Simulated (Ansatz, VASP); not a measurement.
One calculation of RhC2, two programs

```
Rh C
1.0
     0.00000    2.44125    2.44125
     2.44125    0.00000    2.44125
     2.44125    2.44125    0.00000
Rh C
1 2
Cartesian
  0.0000 0.0000 0.0000
  1.2206 1.2206 1.2206
  3.6619 3.6619 3.6619
```

Alike in both runs: task single point; functional PBEsol; k mesh 12 × 12 × 12; occupations gaussian, width 0.05 eV; no spin polarisation; Hubbard terms Rh d U = 6.0 eV.

|  | VASP | Ansatz |
| --- | --- | --- |
| version | VASP 6.6.1 | Ansatz 0.2.0 |
| potentials or method | VASP PAW PBE potentials, release 64 (Rh_sv_GW, C), cutoff 700 eV | scalar-relativistic, plane waves, PAW |
| valence electrons in the cell | 25 | 25 |

|  | VASP | Ansatz | Ansatz less VASP |
| --- | --- | --- | --- |
| pressure (GPa) | -1.2 | 2.0 | +3.21 |

VASP's potentials were made for PBE, not for PBEsol. The programs project onto different local orbitals, so the same U acts differently, and such runs can settle in different states. Ansatz's warnings: filled band counts differ across k points.
